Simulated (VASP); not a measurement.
Wanted: the native input for a VASP 6.6.1 run.

- Task: single point
- Functional: PBE
- Potentials or basis: VASP PAW PBE potentials, release 64 (Mo_sv)
- Cutoff: 400 eV
- k mesh: 1 × 1 × 1
- Occupations: methfessel-paxton, width 0.1 eV
- Spin: no spin polarisation
- Dipole correction: no
- Further INCAR settings: LREAL = Auto; ALGO = Normal; EDIFF = 1e-06; NBANDS = 238

The structure of Mo (a cell with a defect) lies in POSCAR:

```
Mo
1.0
    0.0000000000      6.3226243300      6.3226243300
    6.3226243300      0.0000000000      6.3226243300
    6.3226243300      6.3226243300      0.0000000000
Mo
31
Direct
   -0.0006866611     -0.0007238292     -0.0011265101
    0.1248408823      0.1237590531      0.1255323673
    0.2490419196      0.2492423111      0.2488121100
    0.4384024505      0.4366258148      0.4382653239
   -0.0003487476     -0.0012866493      0.5016874061
    0.1243523194      0.1253126801      0.6218104690
    0.2467930907      0.2465890615      0.7534676665
    0.3796255913      0.3803955248      0.8644397824
   -0.0017950616      0.5009102763     -0.0004584331
    0.1261500697      0.6220960308      0.1259025459
    0.2456089306      0.7510689790      0.2463866140
    0.3812223966      0.8653379854      0.3810299133
    0.0099374875      0.4934749935      0.4950550336
    0.1228643297      0.6285087952      0.6279561765
    0.2529223494      0.7484281452      0.7501850106
    0.3734537079      0.8764816966      0.8749109881
    0.5010697828     -0.0019691190      0.0001845753
    0.6217141482      0.1260372210      0.1248903871
    0.7525362495      0.2455836246      0.2467178055
    0.8644792439      0.3811894198      0.3801909420
    0.4931974979      0.0094339782      0.4941902819
    0.6293098075      0.1229906222      0.6292988943
    0.7483906607      0.2528147991      0.7494131792
    0.8764045135      0.3738529093      0.8759257566
    0.4948645272      0.4942249194      0.0108063514
    0.6272389902      0.6279485057      0.1222921780
    0.7499888104      0.7492829326      0.2536004697
    0.8748264504      0.8758038927      0.3736361480
    0.6259067111      0.6249232587      0.6266458029
    0.7502536530      0.7502674131      0.7500039149
    0.8758418516      0.8746266916      0.8766261778
```

These files were run (other wordings do the same):

INCAR

```
SYSTEM = Mo
PREC = Accurate ; ENCUT = 400
EDIFF = 1E-6 ; ISMEAR = 1
SIGMA = 0.1 ; LREAL = Auto
LASPH = .True. ; NELM = 120
ALGO = Normal ; ISIF = 2
LWAVE = .False. ; LCHARG = .False.
GGA = PE ; NBANDS = 238
GGA_COMPAT = .False.
```

KPOINTS

```
regular mesh
0
Gamma
  1 1 1
  0 0 0
```

Potentials or basis: VASP PAW PBE potentials, release 64 (Mo_sv).

Run with:

```sh
$ cat potpaw_PBE.64/Mo_sv/POTCAR > POTCAR
$ mpirun -np 1 vasp_gam > vasp.out
```

Results of the run:

```
Pressure      : -11.8 GPa
Largest force : 0.044 eV/Å
```

Caveat: the k points lie up to 0.86 Å⁻¹ apart.

Run time: 7.9 min on 1 thread of Intel Xeon 8259CL, with other jobs on the host, peak memory 0.47 GiB.
